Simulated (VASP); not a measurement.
A run of VASP 6.6.1 is set up as follows.

File INCAR:

```
PREC = Accurate
ENCUT = 520
EDIFF = 1E-6
ISMEAR = -1
SIGMA = 0.05
LREAL = F
LASPH = T
NELM = 100
ALGO = Normal
ISIF = 2
LWAVE = F
LCHARG = F
GGA = PE
NBANDS = 26
```

Contents of KPOINTS:

```
Automatic mesh
0
Gamma
  9 9 12
```

File POSCAR:

```
Nb
1.0
    4.4741157072      0.0000000000      0.0000000000
   -2.2370578536      3.8746978619      0.0000000000
    0.0000000000      0.0000000000      2.4958172482
Nb
3
Direct
    0.0000000000      0.0000000000      0.0000000000
    0.3333333333      0.6666666667      0.5000000000
    0.6666666667      0.3333333333      0.5000000000
```

Potentials or basis: VASP PAW PBE potentials, release 64 (Nb_sv).

Launch:

```sh
$ cat potpaw_PBE.64/Nb_sv/POTCAR > POTCAR
$ mpirun -np 1 vasp_std > vasp.out
```

Problem. What does it give for the pressure?

Solution. 64.3 GPa.

Stress tensor (GPa, compression positive):
```
64.25  0.00  0.00
 0.00 64.25  0.00
 0.00  0.00 64.46
```
